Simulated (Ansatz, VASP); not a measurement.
# SrO: VASP beside Ansatz

Contents of INCAR:

```
PREC = Accurate
ENCUT = 520
EDIFF = 1E-6
ISMEAR = 0
SIGMA = 0.01
LREAL = F
LASPH = T
NELM = 60
ALGO = Normal
ISIF = 2
LWAVE = F
LCHARG = F
GGA = PE
NBANDS = 24
```

File KPOINTS:

```
regular mesh
0
Gamma
  6 6 4
```

Contents of POSCAR:

```
SrO
1.0
    4.2020034853      0.0000000000      0.0000000000
   -2.1010017426      3.6390417650      0.0000000000
    0.0000000000      0.0000000000      5.0773898491
Sr O
2 2
Direct
    0.3333333333      0.6666666667      0.9375089398
    0.6666666667      0.3333333333      0.4375089398
    0.3333333333      0.6666666667      0.4374910602
    0.6666666667      0.3333333333      0.9374910602
```

Input for Ansatz:

```yaml
crystal:
  lattice:
    - [4.2020034853, 0.0, 0.0]
    - [-2.1010017426, 3.639041765, 0.0]
    - [0.0, 0.0, 5.0773898491]
  atoms:
    - { symbol: Sr, position: [0.3333333333, 0.6666666667, 0.9375089398] }
    - { symbol: Sr, position: [0.6666666667, 0.3333333333, 0.4375089398] }
    - { symbol: O, position: [0.3333333333, 0.6666666667, 0.4374910602] }
    - { symbol: O, position: [0.6666666667, 0.3333333333, 0.9374910602] }
kpoints:
  mp_grid: { grid: [6, 6, 4] }
hamiltonian:
  xc: pbe
scf:
  occupations: { method: fixed }
  n_extra_bands: 5
output:
  forces: true
  stress: true
  eigenvalues: true
```

Alike in both runs: task single point; functional PBE; k mesh 6 × 6 × 4; no spin polarisation.

|  | VASP | Ansatz |
| --- | --- | --- |
| version | VASP 6.6.1 | Ansatz 0.2.0 |
| potentials or method | VASP PAW PBE potentials, release 64 (Sr_sv, O) | plane waves, PAW |
| plane-wave cutoff (eV) | 520 | 420 |
| occupations | gaussian, width 0.01 eV | fixed |
| valence electrons in the cell | 32 | 32 |

|  | VASP | Ansatz | Ansatz less VASP |
| --- | --- | --- | --- |
| gap on the k mesh at the Fermi level (eV) | 2.79 | 2.81 | +0.020 |
| pressure (GPa) | 5.5 | 4.9 | -0.59 |
| traceless stress, the component that is largest in VASP (GPa) | 0.34 | 0.33 | -0.004 |

Ansatz's warnings: structure snapped to symmetry.
